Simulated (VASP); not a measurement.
A run of VASP 6.6.1:

The input INCAR:

```
SYSTEM = GdSb2Au3
PREC = Accurate ; ENCUT = 520
EDIFF = 1E-7 ; ISMEAR = 0
SIGMA = 0.1 ; LREAL = .False.
LASPH = .True. ; NELM = 150
ALGO = Normal ; ISIF = 2
LWAVE = .False. ; LCHARG = .True.
ISPIN = 2 ; MAGMOM = 7 0 0 0 0 0
LORBIT = 11 ; LMAXMIX = 6
GGA = PE ; LELF = .True.
LVHAR = .True. ; NBANDS = 44
```

File KPOINTS:

```
Automatic mesh
0
Gamma
  3 3 6
  0 0 0
```

POSCAR

```
GdSb2Au3
1.0
    6.6609368000      0.0000000000      0.0000000000
   -3.3304684000      5.7685404800      0.0000000000
    0.0000000000      0.0000000000      3.6669710700
Gd Sb Au
1 2 3
Direct
    0.0000000000      0.0000000000      0.0000000000
    0.3333333300      0.6666666700      0.0000000000
    0.6666666700      0.3333333300      0.0000000000
    0.5000000000      0.0000000000      0.5000000000
    0.5000000000      0.5000000000      0.5000000000
    0.0000000000      0.5000000000      0.5000000000
```

Potentials or basis: VASP PAW PBE potentials, release 64 (Gd, Sb, Au).

The run is started by

```sh
$ cat potpaw_PBE.64/Gd/POTCAR potpaw_PBE.64/Sb/POTCAR potpaw_PBE.64/Au/POTCAR > POTCAR
$ mpirun -np 1 vasp_std > vasp.out
```

Hardware: 1 thread of Intel Xeon 8259CL, with other jobs on the host.

**Question.** How long does it take, and how much memory?

**Answer.** It took 11 min on 1 thread of Intel Xeon 8259CL, with other jobs on the host, peak memory 0.4 GiB. Counts: scf iterations 24, k points 12.
